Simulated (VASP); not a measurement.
Wanted: the native input for a VASP 6.6.1 run.

* Task: single point
* Functional: PBEsol
* Potentials or basis: VASP PAW PBE potentials, release 64 (Pb_d, Se)
* Cutoff: 520 eV
* k mesh: 7 × 7 × 7
* Occupations: fermi-dirac, width 0.02 eV
* Spin: no spin polarisation
* Dipole correction: no
* Further INCAR settings: ALGO = Normal; EDIFF = 1e-06; NBANDS = 17

The structure of PbSe lies in POSCAR:

```
PbSe
1.0
    0.0000000000      3.1024460684      3.1024460684
    3.1024460684      0.0000000000      3.1024460684
    3.1024460684      3.1024460684      0.0000000000
Pb Se
1 1
Direct
    0.0000000000      0.0000000000      0.0000000000
    0.5000000000      0.5000000000      0.5000000000
```

This cell differs from its parent crystal: volume scaled by 1.04.

One way to write it, as run:

INCAR

```
PREC = Accurate
ENCUT = 520
EDIFF = 1E-6
ISMEAR = -1
SIGMA = 0.02
LREAL = False
LASPH = True
NELM = 80
ALGO = Normal
ISIF = 2
LWAVE = False
LCHARG = True
GGA = PS
LELF = True
LVHAR = True
NBANDS = 17
```

KPOINTS

```
regular mesh
0
Gamma
  7 7 7
```

Potentials or basis: VASP PAW PBE potentials, release 64 (Pb_d, Se).

Command:

```sh
$ cat potpaw_PBE.64/Pb_d/POTCAR potpaw_PBE.64/Se/POTCAR > POTCAR
$ mpirun -np 1 vasp_std > vasp.out
```

Results of the run:

```yaml
Pressure: -2.5 GPa
```

Caveat: the PAW data sets were made with another functional, which shifts forces and pressure a little.

It took 21 s on 1 thread of AMD EPYC 7R13, on a shared host, peak memory 0.2 GiB.
